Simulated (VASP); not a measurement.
Wanted: the native input for a VASP 6.6.1 run.

```yaml
Task: single point
Functional: PBE
Potentials_or_basis: VASP PAW PBE potentials, release 64 (Ba_sv, Mn_sv)
Cutoff: 680 eV
k_mesh: 4 × 4 × 4
Occupations: gaussian, width 0.1 eV
Spin: collinear spin, ferromagnetic start
Starting_moments: "[0.0, 3.77, 3.77, 3.77] μB"
Dipole_correction: no
Further_INCAR_settings: ALGO = Normal; EDIFF = 1e-06; NBANDS = 40
```

The structure of BaMn3 lies in POSCAR:

```
BaMn3
1.0
    4.3280009146      0.0000000000      0.0000000000
    0.0000000000      4.3280009146      0.0000000000
    0.0000000000      0.0000000000      4.3280009146
Ba Mn
1 3
Direct
    0.0000000000      0.0000000000      0.0000000000
    0.0000000000      0.5000000000      0.5000000000
    0.5000000000      0.0000000000      0.5000000000
    0.5000000000      0.5000000000      0.0000000000
```

The input as run:

INCAR

```
SYSTEM = BaMn3
PREC = Accurate
ENCUT = 680
EDIFF = 1E-6
ISMEAR = 0
SIGMA = 0.1
LREAL = .FALSE.
LASPH = .TRUE.
NELM = 200
ALGO = Normal
ISIF = 2
LWAVE = .FALSE.
LCHARG = .TRUE.
ISPIN = 2
MAGMOM = 0 3.77 3.77 3.77
LORBIT = 11
LMAXMIX = 4
GGA = PE
LELF = .TRUE.
LVHAR = .TRUE.
NBANDS = 40
GGA_COMPAT = .FALSE.
```

KPOINTS

```
regular mesh
0
G
  4 4 4
  0 0 0
```

Potentials or basis: VASP PAW PBE potentials, release 64 (Ba_sv, Mn_sv).

Run with:

```bash
$ cat potpaw_PBE.64/Ba_sv/POTCAR potpaw_PBE.64/Mn_sv/POTCAR > POTCAR
$ mpirun -np 1 vasp_std > vasp.out
```

It gave:

```
Pressure                                              : 1.0 GPa
Net moment                                            : 10.32 μB per cell
Site moments                                          : Ba -0.16; Mn +3.32 μB
Valence electrons inside the program's atomic spheres : Ba 8.36; Mn 12.88
```

Caveat: the k points lie up to 0.36 Å⁻¹ apart.

Wall time 2.7 min on 1 thread of Intel(R) Xeon(R) Platinum 8259CL CPU @ 2.50GHz (Skylake/Cascade Lake), on a shared host, peak memory 0.3 GiB.
